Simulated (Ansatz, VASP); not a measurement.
Two plane-wave programs on Sb

Contents of POSCAR:

```
Sb
1.0
    0.0000000000      2.3712425216      2.3712425216
    2.3712425216      0.0000000000      2.3712425216
    2.3712425216      2.3712425216      0.0000000000
Sb
1
Direct
    0.0000000000      0.0000000000      0.0000000000
```

The input INCAR.step1:

```
SYSTEM = Sb
  ALGO = Normal
  EDIFF = 1E-5
  ENCUT = 520
  GGA = PE
  ISIF = 2
  ISMEAR = -1
  LASPH = .True.
  LCHARG = .False.
  LREAL = .False.
  LWAVE = .True.
  NBANDS = 8
  NELM = 100
  PREC = Accurate
  SIGMA = 0.05
```

File INCAR.step2:

```
SYSTEM = Sb
  AEXX = 0.15
  ALGO = Normal
  EDIFF = 1E-6
  ENCUT = 520
  ISIF = 2
  ISMEAR = -1
  ISTART = 1
  LASPH = .True.
  LCHARG = .False.
  LHFCALC = .True.
  LMIXTAU = .True.
  LREAL = .False.
  LWAVE = .False.
  METAGGA = R2SCAN
  NBANDS = 8
  NELM = 100
  PREC = Accurate
  PRECFOCK = Normal
  SIGMA = 0.05
```

The input KPOINTS:

```
k-points
0
Gamma
  6 6 6
  0 0 0
```

input.yaml

```yaml
crystal:
  lattice:
    - [0.0, 2.3712425216, 2.3712425216]
    - [2.3712425216, 0.0, 2.3712425216]
    - [2.3712425216, 2.3712425216, 0.0]
  atoms:
    - { symbol: Sb, position: [0.0, 0.0, 0.0] }
hamiltonian:
  xc: { exchange: r2scan, correlation: r2scan, exx: { coeff: 0.15 } }
  pseudopotentials: { kind: paw }
kpoints:
  mp_grid: { grid: [6, 6, 6] }
scf:
  occupations: { method: fermi_dirac, width: 0.05 }
output:
  forces: true
  stress: true
  eigenvalues: true
```

Alike in both runs: task single point; functional r2SCAN-based global hybrid; k mesh 6 × 6 × 6; occupations fermi-dirac, width 0.05 eV; no spin polarisation.

|  | VASP | Ansatz |
| --- | --- | --- |
| version | VASP 6.6.1 | Ansatz 0.2.0 |
| potentials or method | VASP PAW PBE potentials, release 64 (Sb) | Ansatz PAW |
| plane-wave cutoff (eV) | 520 | 500 |
| valence electrons in the cell | 5 | 15 |

Ansatz gave:

```
gap on the k mesh at the Fermi level (eV) : none
pressure (GPa)                            : -0.1
```

Problem. Which values does VASP return?

Solution. gap on the k mesh at the Fermi level (eV): none; pressure (GPa): -0.8.

VASP's potentials were made for PBE, not for r2SCAN-based global hybrid. A gap of «none» marks a metal or a gap that the smearing closes. With one functional, cell and mesh, what is left measures potentials, basis and numerics. VASP's potentials hold 5 valence electrons a cell and Ansatz's 15, so a difference there can come from the potentials and not from the codes.

The k mesh is coarse, so the values compare programs but aren't converged. Spin-orbit coupling is off throughout.
